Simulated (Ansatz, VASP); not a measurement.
Two plane-wave programs on SrCl2

Contents of POSCAR:

```
SrCl2
1.0
    2.3729472810      1.4183888098      4.0153159317
   -2.3729472810      1.4183888098      4.0153159317
    0.0000000000     -2.8367776197      4.0153159316
Sr Cl
1 2
Direct
    0.0000000000      0.0000000000      0.0000000000
    0.2463342821      0.2463342821      0.2535697275
    0.7536657179      0.7536657179      0.7464302725
```

INCAR.step1

```
SYSTEM = SrCl2
PREC = Accurate
ENCUT = 520
EDIFF = 1E-5
ISMEAR = 0
SIGMA = 0.01
LREAL = .FALSE.
LASPH = .TRUE.
NELM = 100
ALGO = Normal
ISIF = 2
LWAVE = .TRUE.
GGA = PE
NBANDS = 19
```

INCAR.step2

```
SYSTEM = SrCl2
PREC = Accurate
ENCUT = 520
EDIFF = 1E-6
ISMEAR = 0
SIGMA = 0.01
LREAL = .FALSE.
LASPH = .TRUE.
NELM = 100
ALGO = Normal
ISIF = 2
LWAVE = .FALSE.
LCHARG = .TRUE.
GGA = PE
LHFCALC = .TRUE.
HFSCREEN = 0.2079
PRECFOCK = Normal
LELF = .TRUE.
LVHAR = .TRUE.
ISTART = 1
NBANDS = 19
```

The input KPOINTS:

```
Automatic mesh
0
G
  4 4 4
  0 0 0
```

Input for Ansatz:

```yaml
crystal:
  lattice:
    - [2.372947281, 1.4183888098, 4.0153159317]
    - [-2.372947281, 1.4183888098, 4.0153159317]
    - [0.0, -2.8367776197, 4.0153159316]
  atoms:
    - { symbol: Sr, position: [0.0, 0.0, 0.0] }
    - { symbol: Cl, position: [0.2463342821, 0.2463342821, 0.2535697275] }
    - { symbol: Cl, position: [0.7536657179, 0.7536657179, 0.7464302725] }
kpoints:
  mp_grid: { grid: [4, 4, 4] }
  band_path:
    path:
      - [0.0, 0.0, 0.0]
      - [0.5, 0.5, 0.5]
      - [0.7501454853, 0.2498545147, 0.5]
      - [0.5, -0.2498545147, 0.2498545147]
      - [0.5, 0.0, 0.0]
      - [0.3749272573, -0.3749272573, 0.0]
      - [0.6250727427, 0.0, 0.3749272573]
      - [0.5, 0.0, 0.5]
    npoints: 1
hamiltonian:
  xc: hse06
scf:
  occupations: { method: fixed }
  n_extra_bands: 4
output:
  forces: true
  stress: true
  eigenvalues: true
```

Change from the starting cell: uniaxial_x strain -3.4%.

Alike in both runs: task single point; functional HSE06; k mesh 4 × 4 × 4; no spin polarisation.

|  | VASP | Ansatz |
| --- | --- | --- |
| version | VASP 6.6.1 | Ansatz 0.2.0 |
| potentials or method | VASP PAW PBE potentials, release 64 (Sr_sv, Cl) | plane waves, PAW |
| plane-wave cutoff (eV) | 520 | 420 |
| occupations | gaussian, width 0.01 eV | fixed |
| valence electrons in the cell | 24 | 24 |

```csv
,VASP,Ansatz,Ansatz less VASP
gap on the k mesh at the Fermi level (eV),6.75,6.75,+0.009
pressure (GPa),2.5,2.4,-0.09
"traceless stress, the component that is largest in VASP (GPa)",0.66,0.66,-0.003
rms of the force components (eV/Å),0.002,0.003,+0.0012
```

Atom by atom the forces differ by 0.001 eV/Å (rms over components). Ansatz's warnings: stress exchange threshold loose, stress scf threshold loose.
